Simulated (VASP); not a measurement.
# Si31Sn (P1) in VASP: single point with PBEsol

Aim: the single point of Si31Sn with PBEsol.

Everything below comes from runs of VASP 6.6.1. Logs are shortened: lines on timing, memory, paths and dates and some standing lists are left out, and cuts for length are marked.

## Step 1: The cell of the first run

The typed cell holds 64 atoms: a = 10.946 Å, b = 10.946 Å, c = 10.946 Å, α = 90.00°, β = 90.00°, γ = 90.00°.

## Step 2: Single point, PBEsol

The input, INCAR:

```
PREC     = Accurate       # precision mode
ENCUT    = 520            # plane-wave cutoff, eV
EDIFF    = 1E-6           # SCF threshold, eV
ISMEAR   = -1             # smearing method
SIGMA    = 0.05           # smearing width, eV
LREAL    = Auto         
LASPH    = T              # aspherical terms in the spheres
NELM     = 80             # most SCF steps
ALGO     = Normal         # electronic algorithm
ISIF     = 2              # what is computed and relaxed
LWAVE    = F              # write WAVECAR
LCHARG   = T              # write CHGCAR
GGA      = PS             # functional
LELF     = T              # ELF
LVHAR    = T            
NBANDS   = 176            # bands
```

The input, KPOINTS:

```
Automatic mesh
0
Gamma
  1 1 1
  0.5 0.5 0.5
```

The input, POSCAR:

```
Si31Sn
1.0
   10.9460141545      0.0000000000      0.0000000000
    0.0000000000     10.9460141545      0.0000000000
    0.0000000000      0.0000000000     10.9460141545
Si Sn
62 2
Direct
    0.0000170000      0.9989580000      0.9987930000
    0.0015890000      0.9987840000      0.5001340000
    0.0015430000      0.5001760000      0.9989220000
    0.9913720000      0.5085650000      0.5087860000
    0.5000860000      0.9991410000      0.9990910000
    0.5016710000      0.9988290000      0.4998780000
    0.5016000000      0.5000820000      0.9988010000
    0.4913040000      0.5087910000      0.5087820000
    0.1246550000      0.1225950000      0.1226820000
    0.1256200000      0.1229640000      0.6275590000
    0.1254420000      0.6277750000      0.1228350000
    0.1245400000      0.6275190000      0.6276010000
    0.6245510000      0.1230630000      0.1227180000
    0.6255610000      0.1226590000      0.6275910000
    0.6256540000      0.6275750000      0.1228430000
    0.6244680000      0.6277590000      0.6276930000
    0.2486280000      0.2501420000      0.9987410000
    0.2591180000      0.2416910000      0.5087720000
    0.2504780000      0.7514320000      0.9993310000
    0.2485930000      0.7514260000      0.4999630000
    0.7490170000      0.2505320000      0.9990130000
    0.7587840000      0.2414470000      0.5086410000
    0.7501530000      0.7513220000      0.9989140000
    0.7489690000      0.7514950000      0.5003720000
    0.3750220000      0.3752110000      0.1198520000
    0.3752240000      0.3752830000      0.6304710000
    0.3753800000      0.8752760000      0.1254880000
    0.3750530000      0.8751990000      0.6248580000
    0.8753950000      0.3753270000      0.1205460000
    0.8748960000      0.3751600000      0.6301480000
    0.8749740000      0.8753310000      0.1250160000
    0.8753860000      0.8752170000      0.6254780000
    0.2486680000      0.9988610000      0.2503110000
    0.2503110000      0.9990940000      0.7511080000
    0.2588440000      0.5087680000      0.2414730000
    0.2486260000      0.5000640000      0.7516650000
    0.7487030000      0.9990310000      0.2501600000
    0.7502300000      0.9990890000      0.7514520000
    0.7588500000      0.5087770000      0.2418100000
    0.7486320000      0.5001810000      0.7514940000
    0.3752620000      0.1202200000      0.3749950000
    0.3751200000      0.1251600000      0.8750700000
    0.3751130000      0.6302760000      0.3750930000
    0.3751200000      0.6251730000      0.8751990000
    0.8752840000      0.1200410000      0.3751820000
    0.8751340000      0.1253970000      0.8751490000
    0.8751500000      0.6302320000      0.3751600000
    0.8750970000      0.6251800000      0.8751630000
    0.9917870000      0.2415120000      0.2418130000
    0.0014850000      0.2504850000      0.7514560000
    0.0012810000      0.7518000000      0.2503020000
    0.0003540000      0.7513620000      0.7516140000
    0.4913040000      0.2419410000      0.2415590000
    0.5017150000      0.2503570000      0.7517060000
    0.5018340000      0.7516420000      0.2505310000
    0.4998170000      0.7515580000      0.7513710000
    0.1249940000      0.3752030000      0.8752400000
    0.1251080000      0.8752010000      0.3751920000
    0.1254780000      0.8752130000      0.8752800000
    0.6253560000      0.3752550000      0.8753240000
    0.6255800000      0.8752080000      0.3753110000
    0.6250730000      0.8752310000      0.8752240000
    0.1253650000      0.3752930000      0.3752940000
    0.6250730000      0.3752090000      0.3753640000
```

Potentials or basis: VASP PAW PBE potentials, release 64 (Si, Sn_d).

Started as:

```
> cat potpaw_PBE.64/Si/POTCAR potpaw_PBE.64/Sn_d/POTCAR > POTCAR
> mpirun -np 1 vasp_std > vasp.out
```

OUTCAR:

```text
PREC = Accurate
   ENCUT = 520
   EDIFF = 1E-6
   ISMEAR = -1
   LREAL = Auto
   LASPH = T
   NELM = 80
   ISIF = 2
   GGA = PS

 ion  position               nearest neighbor table
   1  0.000  0.999  0.999-   9 2.35  59 2.36  31 2.37  46 2.37
   2  0.002  0.999  0.500-  58 2.35  45 2.35  32 2.37  10 2.37
   3  0.002  0.500  0.999-  57 2.35  29 2.36  48 2.37  11 2.37
   4  0.991  0.509  0.509-  12 2.35  30 2.35  47 2.35  63 2.53
   5  0.500  0.999  0.999-  13 2.35  62 2.36  27 2.37  42 2.37
   6  0.502  0.999  0.500-  61 2.35  41 2.36  28 2.37  14 2.37
[... 56 lines left out ...]
  63  0.125  0.375  0.375-   4 2.53  35 2.53  18 2.53  49 2.53
  64  0.625  0.375  0.375-  22 2.53   8 2.53  53 2.53  39 2.53

  LATTYP: Found a simple cubic cell.
 ALAT       =    10.9460141545

  Lattice vectors:

 A1 = (  10.9460141545,   0.0000000000,   0.0000000000)
 A2 = (   0.0000000000,  10.9460141545,   0.0000000000)
 A3 = (   0.0000000000,   0.0000000000,  10.9460141545)

Analysis of symmetry for initial positions (statically):
=====================================================================
 Subroutine PRICEL returns:
 Original cell was already a primitive cell.

 Routine SETGRP: Setting up the symmetry group for a
 simple cubic supercell.

 Subroutine GETGRP returns: Found  1 space group operations
 (whereof  1 operations were pure point group operations)
 out of a pool of 48 trial point group operations.

The static configuration has the point symmetry C_1 .

Analysis of symmetry for dynamics (positions and initial velocities):
=====================================================================
 Subroutine PRICEL returns:
 Original cell was already a primitive cell.

 Routine SETGRP: Setting up the symmetry group for a
 simple cubic supercell.

 Subroutine GETGRP returns: Found  1 space group operations
 (whereof  1 operations were pure point group operations)
 out of a pool of 48 trial point group operations.

The dynamic configuration has the point symmetry C_1 .

 Subroutine INISYM returns: Found  1 space group operations
 (whereof  1 operations are pure point group operations),
 and found     1 'primitive' translations

----------------------------------------------------------------------------------------

                                     Primitive cell

  volume of cell :    1311.4992

  direct lattice vectors                    reciprocal lattice vectors
    10.946014155  0.000000000  0.000000000     0.091357455  0.000000000  0.000000000
     0.000000000 10.946014155  0.000000000     0.000000000  0.091357455  0.000000000
     0.000000000  0.000000000 10.946014155     0.000000000  0.000000000  0.091357455

  length of vectors
    10.946014155 10.946014155 10.946014155     0.091357455  0.091357455  0.091357455

  position of ions in fractional coordinates (direct lattice)
     0.000017000  0.998958000  0.998793000
     0.001589000  0.998784000  0.500134000
     0.001543000  0.500176000  0.998922000
     0.991372000  0.508565000  0.508786000
     0.500086000  0.999141000  0.999091000
     0.501671000  0.998829000  0.499878000
[... 56 lines left out ...]
     0.125365000  0.375293000  0.375294000
     0.625073000  0.375209000  0.375364000

  ion indices of the primitive-cell ions
   primitive index   ion index
                 1           1
                 2           2
                 3           3
                 4           4
                 5           5
                 6           6
[... 56 lines left out ...]
                63          63
                64          64

----------------------------------------------------------------------------------------

 KPOINTS: Automatic mesh

Automatic generation of k-mesh.
 Grid dimensions read from file:
 generate k-points for:    1    1    1

 Generating k-lattice:

  Cartesian coordinates                     Fractional coordinates (reciprocal lattice)
     0.091357455  0.000000000  0.000000000     1.000000000  0.000000000  0.000000000
     0.000000000  0.091357455  0.000000000     0.000000000  1.000000000  0.000000000
     0.000000000  0.000000000  0.091357455     0.000000000  0.000000000  1.000000000

  Length of vectors
     0.091357455  0.091357455  0.091357455

  Shift w.r.t. Gamma in fractional coordinates (k-lattice)
     0.500000000  0.500000000  0.500000000

 Subroutine IBZKPT returns following result:
 ===========================================

 Found      1 irreducible k-points:

 Following reciprocal coordinates:
            Coordinates               Weight
  0.500000  0.500000  0.500000      1.000000
   k-points           NKPTS =      1   k-points in BZ     NKDIM =      1   number of bands    NBANDS=    176
   number of dos      NEDOS =    301   number of ions     NIONS =     64
   total plane-waves  NPLWV = 592704
   dimension x,y,z NGX =    84 NGY =   84 NGZ =   84
   dimension x,y,z NGXF=   168 NGYF=  168 NGZF=  168
   ions per type =              62   2
   NGX,Y,Z   is equivalent  to a cutoff of  12.76, 12.76, 12.76 a.u.
   NGXF,Y,Z  is equivalent  to a cutoff of  25.52, 25.52, 25.52 a.u.
 SYSTEM =  unknown system
   PREC   = accura    normal or accurate (medium, high low for compatibility)
   ISTART =      0    job   : 0-new  1-cont  2-samecut
   ICHARG =      2    charge: 1-file 2-atom 10-const
   ISPIN  =      1    spin polarized calculation?
   LNONCOLLINEAR =      F non collinear calculations
   LSORBIT =      F    spin-orbit coupling
   LASPH  =      T    aspherical Exc in radial PAW
   ENCUT  =  520.0 eV  38.22 Ry    6.18 a.u.  20.35 20.35 20.35*2*pi/ulx,y,z
   NELM   =     80;   NELMIN=  2; NELMDL= -5     # of ELM steps
   EDIFF  = 0.1E-05   stopping-criterion for ELM
   LREAL  =      T    real-space projection
   EDIFFG = 0.1E-04   stopping-criterion for IOM
   NSW    =      0    number of steps for IOM
   IBRION =     -1    ionic relax: 0-MD 1-quasi-New 2-CG
   NFREE  =      0    steps in history (QN), initial steepest desc. (CG)
   ISIF   =      2    stress and relaxation
   ISYM   =      2    0-nonsym 1-usesym 2-fastsym
   POTIM  = 0.5000    time-step for ionic-motion
   TEBEG  =    0.0;   TEEND  =   0.0 temperature during run
   PSTRESS=    0.0 pullay stress
   NELECT =     276.0000    total number of electrons
   NUPDOWN=      -1.0000    fix difference up-down
   EMIN   =  10.00;   EMAX   =-10.00  energy-range for DOS
   EFERMI =   0.00;   METHOD = LEGACY
   ISMEAR =    -1;   SIGMA  =   0.05  broadening in eV -4-tet -1-fermi 0-gaus
   EFERMI_NEDOS =   21; number of points for ismear=-14 and -15
   IALGO  =     38    algorithm
   IMIX   =      4    mixing-type and parameters
     AMIX     =   0.40;   BMIX     =  1.00
     AMIX_MAG =   1.60;   BMIX_MAG =  1.00
  volume/ion in A,a.u.               =      20.49       138.29
  Fermi-wavevector in a.u.,A,eV,Ry     =   0.973767  1.840153 12.901354  0.948223
  Thomas-Fermi vector in A             =   2.104173
   LORBIT       =      0    0 simple, 1 ext, 2 COOP (PROOUT), +10 PAW based schemes
   GGA     = PS    functional components
   LHFCALC =     F    Hartree Fock is set to
   AEXX    =    0.0000 exact exchange contribution
   IVDW    =     0    specifies the selected vdW correction
   LEPSILON=     F    determine dielectric tensor
   LRPA    =     F    only Hartree local field effects (RPA)
 non-spin polarized calculation
  energy-cutoff  :      520.00
  volume of cell :     1311.50
 maximum number of plane-waves:     35208
 NGX is ok and might be reduce to    80
   NGX = 41   NGY = 41   NGZ = 41

 number of electron     275.9999953 magnetization

 Free energy of the ion-electron system (eV)
  ---------------------------------------------------
  ext. energy  EPLUGINS =         0.00000000
  ---------------------------------------------------
  free energy    TOTEN  =      -358.21371038 eV

  energy without entropy =     -358.21371018  energy(sigma->0) =     -358.21371028

 E-fermi :   6.1247     XC(G=0):  -9.5137

 val. band max:        5.2014202330   @ k =   0.5000   0.5000   0.5000
 cond. band min:       7.0837321180   @ k =   0.5000   0.5000   0.5000
 fundamental gap:      1.8823118850
 Fermi energy:         6.1247330758

 k-point     1 :       0.5000    0.5000    0.5000
  band No.  band energies     occupation
      1     -15.0782      2.00000
      2     -15.0782      2.00000
      3     -15.0772      2.00000
      4     -15.0764      2.00000
      5     -15.0762      2.00000
      6     -15.0753      2.00000
[... 142 lines left out ...]
    149       7.1163      0.00000
    150       7.1172      0.00000
 [bands above 150 left out]

------------------------ aborting loop because EDIFF is reached ----------------------------------------

  FORCE on cell =-STRESS in cart. coord.  units (eV):
  Direction    XX          YY          ZZ          XY          YZ          ZX
  --------------------------------------------------------------------------------------
  -------------------------------------------------------------------------------------
  Total        1.2025465      1.1154072      1.1223352      0.0054787      0.0171748     -0.0128036
  in kB        1.4690767      1.3626239      1.3710875      0.0066930      0.0209814     -0.0156414
  external PRESSURE =       1.4009293 kB  Pullay stress =       0.0000000 kB

 VOLUME and BASIS-vectors are now :
 -----------------------------------------------------------------------------
  energy-cutoff  :      520.00
  volume of cell :     1311.50
      direct lattice vectors                 reciprocal lattice vectors
    10.946014155  0.000000000  0.000000000     0.091357455  0.000000000  0.000000000
     0.000000000 10.946014155  0.000000000     0.000000000  0.091357455  0.000000000
     0.000000000  0.000000000 10.946014155     0.000000000  0.000000000  0.091357455

 POSITION                                       TOTAL-FORCE (eV/Angst)
 -----------------------------------------------------------------------------------
      0.00019     10.93461     10.93280        -0.002172      0.004740      0.001733
      0.01739     10.93270      5.47447         0.002985      0.007810      0.014956
      0.01689      5.47493     10.93421        -0.007414      0.006403      0.001405
     10.85157      5.56676      5.56918        -0.002861      0.012164     -0.014640
      5.47395     10.93661     10.93606        -0.011542     -0.005967     -0.007647
      5.49130     10.93320      5.47167        -0.007905     -0.001142      0.008285
[... 56 lines left out ...]
      1.37225      4.10796      4.10797        -0.005573     -0.020149     -0.010561
      6.84206      4.10704      4.10874        -0.006092     -0.000962     -0.017628
 -----------------------------------------------------------------------------------
    total drift:                                0.013372      0.044547      0.013126

  FREE ENERGIE OF THE ION-ELECTRON SYSTEM (eV)
  ---------------------------------------------------
  free  energy   TOTEN  =      -358.2137103818 eV

  energy  without entropy=     -358.2137101808  energy(sigma->0) =     -358.21371028
```

It took 12 min on 1 thread of Oxide Virtual Turin-like, shared host; peak memory 1 GiB.

What came out:

| Quantity | Value |
| --- | --- |
| Free energy | -358.2137 eV |
| Pressure | 0.1 GPa |
| Largest force | 0.024 eV/Å |
| Band gap on the k mesh | 1.88 eV |

Forces on the atoms (eV/Å):
```
Si  -0.002  0.005  0.002
Si   0.003  0.008  0.015
Si  -0.007  0.006  0.001
Si  -0.003  0.012 -0.015
Si  -0.012 -0.006 -0.008
Si  -0.008 -0.001  0.008
Si   0.000  0.013  0.001
Si   0.006  0.004  0.002
Si   0.008 -0.004 -0.008
Si  -0.009 -0.009  0.001
Si  -0.001  0.010 -0.002
Si   0.021  0.003  0.008
Si   0.023 -0.005 -0.002
Si  -0.011  0.003  0.010
Si  -0.015  0.009 -0.008
Si   0.015  0.001  0.001
Si   0.000 -0.003 -0.004
Si  -0.005  0.000  0.002
Si  -0.001 -0.002 -0.012
Si   0.001 -0.004  0.011
Si  -0.006 -0.010  0.008
Si   0.000  0.003  0.004
Si   0.004  0.002  0.006
Si  -0.001  0.002  0.002
Si  -0.004  0.002  0.003
Si  -0.001 -0.009  0.003
Si   0.001  0.001 -0.003
Si   0.005  0.008  0.001
Si   0.000 -0.014 -0.017
Si   0.002 -0.002  0.007
Si   0.001  0.004 -0.001
Si  -0.003 -0.003  0.003
Si   0.010 -0.001 -0.005
Si  -0.003 -0.008  0.010
Si  -0.006  0.006  0.001
Si   0.001  0.011 -0.008
Si   0.001  0.001 -0.006
Si   0.006 -0.008  0.000
Si  -0.009 -0.008 -0.001
Si   0.001  0.008 -0.005
Si  -0.008 -0.010  0.011
Si   0.011  0.007  0.007
Si   0.004  0.001 -0.002
Si   0.000  0.012  0.012
Si  -0.006 -0.003 -0.005
Si   0.006 -0.002  0.003
Si   0.005  0.009  0.021
Si   0.011  0.005  0.005
Si  -0.010  0.014 -0.001
Si  -0.005 -0.015 -0.004
Si   0.011 -0.013 -0.014
Si  -0.019  0.000 -0.005
Si   0.011 -0.006 -0.001
Si  -0.002 -0.012 -0.009
Si  -0.005 -0.010 -0.013
Si   0.001 -0.003 -0.001
Si   0.005  0.004  0.010
Si  -0.002  0.005  0.002
Si   0.009  0.003  0.000
Si   0.000  0.000  0.001
Si  -0.003  0.001  0.002
Si  -0.001  0.009  0.003
Sn  -0.006 -0.020 -0.011
Sn  -0.006 -0.001 -0.018
```

Levels at points of the mesh, in eV from the valence-band top:
```
           k point  band 136  band 137  band 138  band 139  band 140  band 141
(0.50, 0.50, 0.50)     -0.01      0.00      0.00      1.88      1.88      1.88
```

Caveat: the k points lie up to 0.57 Å⁻¹ apart; the PAW data sets were made with another functional, which shifts forces and pressure a little; spin-orbit coupling is left out, which moves the levels of the heavy elements; a shifted mesh leaves out Γ, where band edges can lie. A k mesh can miss the band edges.
